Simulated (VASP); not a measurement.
# Ge2P (Fm-3m) in VASP: a series of runs

Ge2P is run at these levels: PBE; tasks: single point.

All numbers are computed with VASP 6.6.1; they aren't measurements. Logs are shortened: lines on timing, memory, paths and dates and some standing lists are left out, and cuts for length are marked.

### 1 The cell of the first run

Symmetry: Fm-3m, No. 225, cubic system. The conventional cell has a = 6.364 Å, b = 6.364 Å, c = 6.364 Å, α = 90.00°, β = 90.00°, γ = 90.00°. Ge (site symmetry -43m) has 4 P at 2.76 Å and 6 Ge at 3.18 Å within 3.6 Å. P (site symmetry m-3m) has 8 Ge at 2.76 Å within 3.6 Å.

The cell was built from a structure type or drawn by symmetry, and may not be a known phase.

### 2 Single point, PBE

Input file INCAR:

```
SYSTEM = Ge2P
  PREC = Accurate
  ENCUT = 520
  EDIFF = 1E-7
  ISMEAR = 0
  SIGMA = 0.1
  LREAL = .False.
  LASPH = .True.
  NELM = 100
  ALGO = Normal
  ISIF = 2
  LWAVE = .False.
  LCHARG = .True.
  GGA = PE
  LELF = .True.
  LVHAR = .True.
  NBANDS = 24
```

Input file KPOINTS:

```
Automatic mesh
0
Gamma
  4 4 4
  0 0 0
```

Input file POSCAR:

```
Ge2P
1.0
    0.0000000000      3.1817577029      3.1817577029
    3.1817577029      0.0000000000      3.1817577029
    3.1817577029      3.1817577029      0.0000000000
Ge P
2 1
Direct
    0.2500000000      0.2500000000      0.2500000000
    0.7500000000      0.7500000000      0.7500000000
    0.0000000000      0.0000000000      0.0000000000
```

Potentials or basis: VASP PAW PBE potentials, release 64 (Ge_d, P).

Command:

```sh
cat potpaw_PBE.64/Ge_d/POTCAR potpaw_PBE.64/P/POTCAR > POTCAR
mpirun -np 1 vasp_std > vasp.out
```

OUTCAR:

```text
SYSTEM = Ge2P
   PREC = Accurate
   ENCUT = 520
   EDIFF = 1E-7
   ISMEAR = 0
   LREAL = .False.
   LASPH = .True.
   NELM = 100
   ISIF = 2
   GGA = PE

 ion  position               nearest neighbor table
   1  0.250  0.250  0.250-   3 2.76   3 2.76   3 2.76   3 2.76
   2  0.750  0.750  0.750-   3 2.76   3 2.76   3 2.76   3 2.76
   3  0.000  0.000  0.000-   2 2.76   2 2.76   2 2.76   1 2.76   1 2.76   1 2.76   2 2.76   1 2.76

  LATTYP: Found a face centered cubic cell.
 ALAT       =     6.3635154058

  Lattice vectors:

 A1 = (   0.0000000000,   3.1817577029,   3.1817577029)
 A2 = (   3.1817577029,   0.0000000000,   3.1817577029)
 A3 = (   3.1817577029,   3.1817577029,   0.0000000000)

Analysis of symmetry for initial positions (statically):
=====================================================================
 Subroutine PRICEL returns:
 Original cell was already a primitive cell.

 Routine SETGRP: Setting up the symmetry group for a
 face centered cubic supercell.

 Subroutine GETGRP returns: Found 48 space group operations
 (whereof 48 operations were pure point group operations)
 out of a pool of 48 trial point group operations.

The static configuration has the point symmetry O_h .

Analysis of symmetry for dynamics (positions and initial velocities):
=====================================================================
 Subroutine PRICEL returns:
 Original cell was already a primitive cell.

 Routine SETGRP: Setting up the symmetry group for a
 face centered cubic supercell.

 Subroutine GETGRP returns: Found 48 space group operations
 (whereof 48 operations were pure point group operations)
 out of a pool of 48 trial point group operations.

The dynamic configuration has the point symmetry O_h .

 Subroutine INISYM returns: Found 48 space group operations
 (whereof 48 operations are pure point group operations),
 and found     1 'primitive' translations

----------------------------------------------------------------------------------------

                                     Primitive cell

  volume of cell :      64.4216

  direct lattice vectors                    reciprocal lattice vectors
     0.000000000  3.181757703  3.181757703    -0.157145844  0.157145844  0.157145844
     3.181757703  0.000000000  3.181757703     0.157145844 -0.157145844  0.157145844
     3.181757703  3.181757703  0.000000000     0.157145844  0.157145844 -0.157145844

  length of vectors
     4.499684896  4.499684896  4.499684896     0.272184586  0.272184586  0.272184586

  position of ions in fractional coordinates (direct lattice)
     0.250000000  0.250000000  0.250000000
     0.750000000  0.750000000  0.750000000
     0.000000000  0.000000000  0.000000000

  ion indices of the primitive-cell ions
   primitive index   ion index
                 1           1
                 2           2
                 3           3

----------------------------------------------------------------------------------------

 KPOINTS: Automatic mesh

Automatic generation of k-mesh.
 Grid dimensions read from file:
 generate k-points for:    4    4    4

 Generating k-lattice:

  Cartesian coordinates                     Fractional coordinates (reciprocal lattice)
    -0.039286461  0.039286461  0.039286461     0.250000000  0.000000000  0.000000000
     0.039286461 -0.039286461  0.039286461     0.000000000  0.250000000  0.000000000
     0.039286461  0.039286461 -0.039286461     0.000000000  0.000000000  0.250000000

  Length of vectors
     0.068046147  0.068046147  0.068046147

  Shift w.r.t. Gamma in fractional coordinates (k-lattice)
     0.000000000  0.000000000  0.000000000

 Subroutine IBZKPT returns following result:
 ===========================================

 Found      8 irreducible k-points:

 Following reciprocal coordinates:
            Coordinates               Weight
  0.000000  0.000000  0.000000      1.000000
  0.250000  0.000000  0.000000      8.000000
  0.500000  0.000000  0.000000      4.000000
  0.250000  0.250000  0.000000      6.000000
  0.500000  0.250000  0.000000     24.000000
 -0.250000  0.250000  0.000000     12.000000
  0.500000  0.500000  0.000000      3.000000
 -0.250000  0.500000  0.250000      6.000000
   k-points           NKPTS =      8   k-points in BZ     NKDIM =      8   number of bands    NBANDS=     24
   number of dos      NEDOS =    301   number of ions     NIONS =      3
   total plane-waves  NPLWV =  46656
   dimension x,y,z NGX =    36 NGY =   36 NGZ =   36
   dimension x,y,z NGXF=    72 NGYF=   72 NGZF=   72
   ions per type =               2   1
   NGX,Y,Z   is equivalent  to a cutoff of  13.30, 13.30, 13.30 a.u.
   NGXF,Y,Z  is equivalent  to a cutoff of  26.60, 26.60, 26.60 a.u.
 SYSTEM =  Ge2P
   PREC   = accura    normal or accurate (medium, high low for compatibility)
   ISTART =      0    job   : 0-new  1-cont  2-samecut
   ICHARG =      2    charge: 1-file 2-atom 10-const
   ISPIN  =      1    spin polarized calculation?
   LNONCOLLINEAR =      F non collinear calculations
   LSORBIT =      F    spin-orbit coupling
   LASPH  =      T    aspherical Exc in radial PAW
   ENCUT  =  520.0 eV  38.22 Ry    6.18 a.u.   8.37  8.37  8.37*2*pi/ulx,y,z
   NELM   =    100;   NELMIN=  2; NELMDL= -5     # of ELM steps
   EDIFF  = 0.1E-06   stopping-criterion for ELM
   LREAL  =      F    real-space projection
   EDIFFG = 0.1E-05   stopping-criterion for IOM
   NSW    =      0    number of steps for IOM
   IBRION =     -1    ionic relax: 0-MD 1-quasi-New 2-CG
   NFREE  =      0    steps in history (QN), initial steepest desc. (CG)
   ISIF   =      2    stress and relaxation
   ISYM   =      2    0-nonsym 1-usesym 2-fastsym
   POTIM  = 0.5000    time-step for ionic-motion
   TEBEG  =    0.0;   TEEND  =   0.0 temperature during run
   PSTRESS=    0.0 pullay stress
   NELECT =      33.0000    total number of electrons
   NUPDOWN=      -1.0000    fix difference up-down
   EMIN   =  10.00;   EMAX   =-10.00  energy-range for DOS
   EFERMI =   0.00;   METHOD = LEGACY
   ISMEAR =     0;   SIGMA  =   0.10  broadening in eV -4-tet -1-fermi 0-gaus
   EFERMI_NEDOS =   21; number of points for ismear=-14 and -15
   IALGO  =     38    algorithm
   IMIX   =      4    mixing-type and parameters
     AMIX     =   0.40;   BMIX     =  1.00
     AMIX_MAG =   1.60;   BMIX_MAG =  1.00
  volume/ion in A,a.u.               =      21.47       144.91
  Fermi-wavevector in a.u.,A,eV,Ry     =   1.309893  2.475338 23.345132  1.715819
  Thomas-Fermi vector in A             =   2.440460
   LORBIT       =      0    0 simple, 1 ext, 2 COOP (PROOUT), +10 PAW based schemes
   GGA     = PE    functional components
   LHFCALC =     F    Hartree Fock is set to
   AEXX    =    0.0000 exact exchange contribution
   IVDW    =     0    specifies the selected vdW correction
   LEPSILON=     F    determine dielectric tensor
   LRPA    =     F    only Hartree local field effects (RPA)
 non-spin polarized calculation
 Gauss-broadening in eV      SIGMA  =   0.10
  energy-cutoff  :      520.00
  volume of cell :       64.42
 maximum number of plane-waves:      1759
 NGX is ok and might be reduce to    36
   NGX = 17   NGY = 17   NGZ = 17

 number of electron      33.0000014 magnetization

 Free energy of the ion-electron system (eV)
  ---------------------------------------------------
  ext. energy  EPLUGINS =         0.00000000
  ---------------------------------------------------
  free energy    TOTEN  =       -13.02297322 eV

  energy without entropy =      -13.01749447  energy(sigma->0) =      -13.02023384

 E-fermi :   5.6915     XC(G=0): -10.1060

 val. band max:        5.6353015773   @ k =  -0.2500   0.5000   0.2500
 cond. band min:       5.8521921664   @ k =   0.5000   0.2500   0.0000
 fundamental gap:      0.2168905891
 Fermi energy:         5.6915271493

 k-point     1 :       0.0000    0.0000    0.0000
  band No.  band energies     occupation
      1     -19.2115      2.00000
      2     -19.2115      2.00000
      3     -19.1931      2.00000
      4     -19.1931      2.00000
      5     -19.1931      2.00000
      6     -19.1583      2.00000
[... 16 lines left out ...]
     23      11.0025      0.00000
     24      11.0025      0.00000

 k-point     2 :       0.2500    0.0000    0.0000
  band No.  band energies     occupation
      1     -19.2000      2.00000
      2     -19.2000      2.00000
      3     -19.1886      2.00000
      4     -19.1874      2.00000
      5     -19.1874      2.00000
      6     -19.1631      2.00000
[... 16 lines left out ...]
     23      13.8680      0.00000
     24      13.8680      0.00000

 k-point     3 :       0.5000    0.0000    0.0000
  band No.  band energies     occupation
      1     -19.1790      2.00000
      2     -19.1763      2.00000
      3     -19.1763      2.00000
      4     -19.1734      2.00000
      5     -19.1734      2.00000
      6     -19.1730      2.00000
[... 16 lines left out ...]
     23      12.7364      0.00000
     24      12.7364      0.00000

 k-point     4 :       0.2500    0.2500    0.0000
  band No.  band energies     occupation
      1     -19.2101      2.00000
      2     -19.1956      2.00000
      3     -19.1866      2.00000
      4     -19.1828      2.00000
      5     -19.1828      2.00000
      6     -19.1663      2.00000
[... 16 lines left out ...]
     23      11.8626      0.00000
     24      13.8577      0.00000

 k-point     5 :       0.5000    0.2500    0.0000
  band No.  band energies     occupation
      1     -19.1982      2.00000
      2     -19.1910      2.00000
      3     -19.1805      2.00000
      4     -19.1756      2.00000
      5     -19.1751      2.00000
      6     -19.1731      2.00000
[... 16 lines left out ...]
     23      13.4281      0.00000
     24      13.5631      0.00000

 k-point     6 :      -0.2500    0.2500    0.0000
  band No.  band energies     occupation
      1     -19.1975      2.00000
      2     -19.1859      2.00000
      3     -19.1838      2.00000
      4     -19.1757      2.00000
      5     -19.1739      2.00000
      6     -19.1727      2.00000
[... 16 lines left out ...]
     23      12.0231      0.00000
     24      14.0861      0.00000

 k-point     7 :       0.5000    0.5000    0.0000
  band No.  band energies     occupation
      1     -19.2088      2.00000
      2     -19.1980      2.00000
      3     -19.1844      2.00000
      4     -19.1745      2.00000
      5     -19.1745      2.00000
      6     -19.1723      2.00000
[... 16 lines left out ...]
     23      12.6060      0.00000
     24      14.2493      0.00000

 k-point     8 :      -0.2500    0.5000    0.2500
  band No.  band energies     occupation
      1     -19.1933      2.00000
      2     -19.1933      2.00000
      3     -19.1888      2.00000
      4     -19.1838      2.00000
      5     -19.1734      2.00000
      6     -19.1734      2.00000
[... 16 lines left out ...]
     23      13.9582      0.00000
     24      14.4044      0.00000

------------------------ aborting loop because EDIFF is reached ----------------------------------------

  FORCE on cell =-STRESS in cart. coord.  units (eV):
  Direction    XX          YY          ZZ          XY          YZ          ZX
  --------------------------------------------------------------------------------------
  -------------------------------------------------------------------------------------
  Total       -0.0505435     -0.0505435     -0.0505435      0.0000000     -0.0000000      0.0000000
  in kB       -1.2570260     -1.2570260     -1.2570260      0.0000000     -0.0000000      0.0000000
  external PRESSURE =      -1.2570260 kB  Pullay stress =       0.0000000 kB

 VOLUME and BASIS-vectors are now :
 -----------------------------------------------------------------------------
  energy-cutoff  :      520.00
  volume of cell :       64.42
      direct lattice vectors                 reciprocal lattice vectors
     0.000000000  3.181757703  3.181757703    -0.157145844  0.157145844  0.157145844
     3.181757703  0.000000000  3.181757703     0.157145844 -0.157145844  0.157145844
     3.181757703  3.181757703  0.000000000     0.157145844  0.157145844 -0.157145844

 POSITION                                       TOTAL-FORCE (eV/Angst)
 -----------------------------------------------------------------------------------
      1.59088      1.59088      1.59088        -0.000000      0.000000     -0.000000
      4.77264      4.77264      4.77264         0.000000     -0.000000      0.000000
      0.00000      0.00000      0.00000         0.000000     -0.000000      0.000000
 -----------------------------------------------------------------------------------
    total drift:                                0.000000      0.000000      0.000000

  FREE ENERGIE OF THE ION-ELECTRON SYSTEM (eV)
  ---------------------------------------------------
  free  energy   TOTEN  =       -13.0229732196 eV

  energy  without entropy=      -13.0174944695  energy(sigma->0) =      -13.02023384
```

It took 30 s on 1 thread of Intel Xeon 8259CL, shared host; peak memory 0.2 GiB.

Results:

```yaml
Free_energy: -13.0230 eV
Pressure: -0.1 GPa
Band_gap_on_the_k_mesh: zero (an odd number of electrons rules out a gap without spin polarisation)
```

Levels at points of the mesh, in eV from the Fermi level:
```tsv
k point	band 14	band 15	band 16	band 17	band 18	band 19
(0.00, 0.00, 0.00)	-2.55	-2.55	-2.55	-1.55	-1.55	-1.55
(0.50, 0.00, 0.00)	-3.66	-3.66	-0.67	-0.67	-0.61	3.41
(0.50, 0.50, 0.00)	-5.08	-5.08	-2.02	2.01	3.74	3.74
```

Caveat: the k points lie up to 0.43 Å⁻¹ apart, too coarse for converged energies and pressures of a metal.

### 3 Single point, PBE

This run uses another cell than the first one, of 24.71 Å³/atom.

Input file INCAR:

```
  PREC = Accurate
  ENCUT = 520
  EDIFF = 1E-6
  ISMEAR = 0
  SIGMA = 0.1
  LREAL = False
  LASPH = True
  NELM = 60
  ALGO = Normal
  ISIF = 2
  LWAVE = False
  LCHARG = False
  GGA = PE
  NBANDS = 24
```

Input file KPOINTS:

```
Automatic mesh
0
Gamma
  4 4 4
```

Input file POSCAR:

```
Ge2P
1.0
    0.0000000000      3.3341847600      3.3341847600
    3.3341847600      0.0000000000      3.3341847600
    3.3341847600      3.3341847600      0.0000000000
Ge P
2 1
Direct
    0.2500000000      0.2500000000      0.2500000000
    0.7500000000      0.7500000000      0.7500000000
    0.0000000000      0.0000000000      0.0000000000
```

Potentials or basis: VASP PAW PBE potentials, release 64 (Ge_d, P).

Command:

```sh
cat potpaw_PBE.64/Ge_d/POTCAR potpaw_PBE.64/P/POTCAR > POTCAR
mpirun -np 1 vasp_std > vasp.out
```

OUTCAR:

```text
PREC = Accurate
   ENCUT = 520
   EDIFF = 1E-6
   ISMEAR = 0
   LREAL = False
   LASPH = True
   NELM = 60
   ISIF = 2
   GGA = PE

 ion  position               nearest neighbor table
   1  0.250  0.250  0.250-   3 2.89   3 2.89   3 2.89   3 2.89
   2  0.750  0.750  0.750-   3 2.89   3 2.89   3 2.89   3 2.89
   3  0.000  0.000  0.000-   2 2.89   2 2.89   2 2.89   1 2.89   2 2.89   1 2.89   1 2.89   1 2.89

  LATTYP: Found a face centered cubic cell.
 ALAT       =     6.6683695200

  Lattice vectors:

[... 387 lines left out ...]

  FORCE on cell =-STRESS in cart. coord.  units (eV):
  Direction    XX          YY          ZZ          XY          YZ          ZX
  --------------------------------------------------------------------------------------
  -------------------------------------------------------------------------------------
  Total       -2.9341160     -2.9341160     -2.9341160      0.0000000      0.0000000     -0.0000000
  in kB      -63.4145453    -63.4145453    -63.4145453      0.0000000      0.0000000     -0.0000000
  external PRESSURE =     -63.4145453 kB  Pullay stress =       0.0000000 kB

 VOLUME and BASIS-vectors are now :
 -----------------------------------------------------------------------------
  energy-cutoff  :      520.00
  volume of cell :       74.13
      direct lattice vectors                 reciprocal lattice vectors
     0.000000000  3.334184760  3.334184760    -0.149961696  0.149961696  0.149961696
     3.334184760  0.000000000  3.334184760     0.149961696 -0.149961696  0.149961696
     3.334184760  3.334184760  0.000000000     0.149961696  0.149961696 -0.149961696

 POSITION                                       TOTAL-FORCE (eV/Angst)
 -----------------------------------------------------------------------------------
      1.66709      1.66709      1.66709        -0.000000     -0.000000     -0.000000
      5.00128      5.00128      5.00128         0.000000      0.000000      0.000000
      0.00000      0.00000      0.00000         0.000000      0.000000      0.000000
 -----------------------------------------------------------------------------------
    total drift:                                0.000000      0.000000      0.000000

  FREE ENERGIE OF THE ION-ELECTRON SYSTEM (eV)
  ---------------------------------------------------
  free  energy   TOTEN  =       -12.8072073281 eV

  energy  without entropy=      -12.8038888539  energy(sigma->0) =      -12.80554809
```

OSZICAR:

```text
N       E                     dE             d eps       ncg     rms          rms(c)
DAV:   1     0.234327459039E+03    0.23433E+03   -0.15934E+04   456   0.299E+03
DAV:   2     0.250039801483E+02   -0.20932E+03   -0.20099E+03   400   0.675E+02
DAV:   3    -0.113587459734E+02   -0.36363E+02   -0.35640E+02   480   0.151E+02
DAV:   4    -0.128930178909E+02   -0.15343E+01   -0.15328E+01   416   0.338E+01
DAV:   5    -0.129265615843E+02   -0.33544E-01   -0.33542E-01   480   0.572E+00    0.321E+00
DAV:   6    -0.128082379710E+02    0.11832E+00   -0.12464E-01   512   0.299E+00    0.199E+00
DAV:   7    -0.128074389766E+02    0.79899E-03   -0.42604E-02   432   0.900E-01    0.851E-01
DAV:   8    -0.128067056012E+02    0.73338E-03   -0.47372E-03   456   0.522E-01    0.105E-01
DAV:   9    -0.128068932135E+02   -0.18761E-03   -0.78908E-04   432   0.210E-01    0.105E-01
DAV:  10    -0.128072016063E+02   -0.30839E-03   -0.51902E-04   440   0.910E-02    0.321E-02
DAV:  11    -0.128072008180E+02    0.78829E-06   -0.19702E-05   448   0.381E-02    0.962E-03
DAV:  12    -0.128072072756E+02   -0.64575E-05   -0.17877E-05   360   0.157E-02    0.414E-03
DAV:  13    -0.128072073281E+02   -0.52551E-07   -0.29875E-07   344   0.481E-03
   1 F= -.12807207E+02 E0= -.12805548E+02  d E =-.331847E-02
```

It took 22 s on 1 thread of Intel Xeon 8259CL, shared host; peak memory 0.2 GiB.

What came out:

| Property | Result |
| --- | --- |
| Free energy | -12.8072 eV |
| Pressure | -6.3 GPa |
| Band gap on the k mesh | zero (an odd number of electrons rules out a gap without spin polarisation) |

Caveat: the k points lie up to 0.41 Å⁻¹ apart, too coarse for converged energies and pressures of a metal.

### 4 Single point, PBE

This run uses another cell than the first one, of 20.44 Å³/atom.

Input file INCAR:

```
SYSTEM = Ge2P
PREC = Accurate ; ENCUT = 520
EDIFF = 1E-7 ; ISMEAR = 0
SIGMA = 0.1 ; LREAL = .FALSE.
LASPH = .TRUE. ; NELM = 100
ALGO = Normal ; ISIF = 2
LWAVE = .FALSE. ; LCHARG = .FALSE.
GGA = PE ; NBANDS = 24
```

Input file KPOINTS:

```
Automatic mesh
0
G
  6 6 6
  0 0 0
```

Input file POSCAR:

```
Ge2P
1.0
    0.0000000000      3.1298525518      3.1298525518
    3.1298525518      0.0000000000      3.1298525518
    3.1298525518      3.1298525518      0.0000000000
Ge P
2 1
Direct
    0.2500000000      0.2500000000      0.2500000000
    0.7500000000      0.7500000000      0.7500000000
    0.0000000000      0.0000000000      0.0000000000
```

Command:

```sh
cat potpaw_PBE.64/Ge_d/POTCAR potpaw_PBE.64/P/POTCAR > POTCAR
mpirun -np 1 vasp_std > vasp.out
```

Run time: 55 s. Hardware: 1 thread of Intel Xeon 8259CL, shared host; peak memory 0.2 GiB.

The run converged. Its results:

- Free energy: -13.1529 eV
- Pressure: 0.0 GPa
- Band gap on the k mesh: zero (an odd number of electrons rules out a gap without spin polarisation)

Levels at points of the mesh, in eV from the Fermi level:
| k point | band 14 | band 15 | band 16 | band 17 | band 18 | band 19 |
| --- | --- | --- | --- | --- | --- | --- |
| (0.00, 0.00, 0.00) | -2.64 | -2.64 | -2.64 | -1.62 | -1.62 | -1.62 |
| (0.50, 0.00, 0.00) | -3.80 | -3.80 | -0.72 | -0.72 | -0.44 | 3.74 |
| (0.50, 0.50, 0.00) | -5.28 | -5.28 | -2.09 | 2.32 | 3.92 | 3.92 |

### 5 Summary

```tsv
cell	k mesh	gap on the mesh (eV)	pressure (GPa)
a = 4.500 Å, angles 60.0°, 3 atoms	4 × 4 × 4	none	-0.1
a = 4.715 Å, angles 60.0°, 3 atoms	4 × 4 × 4	none	-6.3
a = 4.426 Å, angles 60.0°, 3 atoms	6 × 6 × 6	none	0.0
```

Alike in all rows: task single point; level PBE; potentials or basis VASP PAW PBE potentials, release 64 (Ge_d, P); no spin polarisation; cutoff (eV) 520; smearing gaussian 0.1 eV.

Caveats: some runs use coarse meshes.

Absolute energies hang on the potentials; compare differences alone.
